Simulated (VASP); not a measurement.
A run of VASP 6.6.1 is set up as follows.

POSCAR

```
Fe
1.0
    3.2876204550      0.0000000000      0.0000000000
   -1.6438102275      2.8471628321      0.0000000000
    0.0000000000      0.0000000000      5.4334584586
Fe
2
Direct
    0.3333333333      0.6666666667      0.2500000000
    0.6666666667      0.3333333333      0.7500000000
```

File INCAR.step1:

```
PREC = Accurate
ENCUT = 520
ISMEAR = 0
SIGMA = 0.1
LREAL = False
LASPH = True
NELM = 150
ISPIN = 2
MAGMOM = 4 4
LMAXMIX = 4
NBANDS = 19
GGA = PE
ALGO = Normal
EDIFF = 1E-4
LWAVE = True
LCHARG = False
```

INCAR.step2

```
PREC = Accurate
ENCUT = 520
EDIFF = 1E-6
ISMEAR = 0
SIGMA = 0.1
LREAL = False
LASPH = True
NELM = 150
ALGO = Normal
ISIF = 2
LWAVE = False
LCHARG = False
ISPIN = 2
MAGMOM = 4 4
LORBIT = 11
LMAXMIX = 4
METAGGA = R2SCAN
LMIXTAU = True
NBANDS = 19
ISTART = 1
```

File KPOINTS:

```
regular mesh
0
Gamma
  6 6 4
```

Potentials or basis: VASP PAW PBE potentials, release 64 (Fe).

Run with:

```bash
$ cat potpaw_PBE.64/Fe/POTCAR > POTCAR
$ cp INCAR.step1 INCAR
$ mpirun -np 1 vasp_std > vasp.out
$ cp INCAR.step2 INCAR
$ mpirun -np 1 vasp_std > vasp.out
```

(1) Estimate the net moment.

(2) Estimate the site moments.

Answers

(1) 6.87 μB per cell.

(2) Fe +3.50 μB.

Caveat: the k points lie up to 0.37 Å⁻¹ apart.
